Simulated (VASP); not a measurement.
Here is a VASP 6.6.1 calculation.

The input POSCAR:

```
Ga3BiAs2
1.0
    4.2546039473      0.0000000000      0.0000000000
   -2.1273019737      3.6845951014      0.0000000000
    0.0000000000      0.0000000000     10.4374243382
As Bi Ga
2 1 3
Direct
    0.0000000000      0.0000000000      0.0104119404
    0.3333333333      0.6666666667      0.3245873457
    0.6666666667      0.3333333333      0.6640402504
    0.3333333333      0.6666666667      0.0831291718
    0.6666666667      0.3333333333      0.3958342070
    0.0000000000      0.0000000000      0.7719970847
```

The input INCAR.step1:

```
SYSTEM = Ga3BiAs2
ALGO = Normal
EDIFF = 1E-4
ENCUT = 520
GGA = PE
ISMEAR = -1
LASPH = .TRUE.
LCHARG = .FALSE.
LREAL = .FALSE.
LWAVE = .TRUE.
NBANDS = 41
NELM = 60
PREC = Accurate
SIGMA = 0.02
```

The input INCAR.step2:

```
SYSTEM = Ga3BiAs2
ALGO = Normal
EDIFF = 1E-7
ENCUT = 520
ISIF = 2
ISMEAR = -1
ISTART = 1
LASPH = .TRUE.
LCHARG = .TRUE.
LELF = .TRUE.
LMIXTAU = .TRUE.
LREAL = .FALSE.
LVHAR = .TRUE.
LWAVE = .FALSE.
METAGGA = R2SCAN
NBANDS = 41
NELM = 60
PREC = Accurate
SIGMA = 0.02
```

KPOINTS

```
k-points
0
G
  6 6 2
  0 0 0
```

Potentials or basis: VASP PAW PBE potentials, release 64 (As, Bi_d, Ga_d).

Command:

```console
$ cat potpaw_PBE.64/As/POTCAR potpaw_PBE.64/Bi_d/POTCAR potpaw_PBE.64/Ga_d/POTCAR > POTCAR
$ cp INCAR.step1 INCAR
$ mpirun -np 1 vasp_std > vasp.out
$ cp INCAR.step2 INCAR
$ mpirun -np 1 vasp_std > vasp.out
```

Problem. Estimate the largest force.

Solution. 0.102 eV/Å.

Problem. What does it give for the pressure?

Solution. -3.0 GPa.

Problem. What does it give for the band gap on the k mesh?

Solution. Zero (filled and empty bands overlap).

Forces in eV/Å, atoms in the order of the input:
```
As   0.000  0.000 -0.074
As   0.000  0.000 -0.056
Bi   0.000  0.000  0.102
Ga   0.000  0.000  0.072
Ga   0.000  0.000 -0.029
Ga   0.000  0.000 -0.014
```

Caveat: the PAW data sets were made with another functional, which shifts forces and pressure a little; spin-orbit coupling is left out, which moves the levels of the heavy elements.
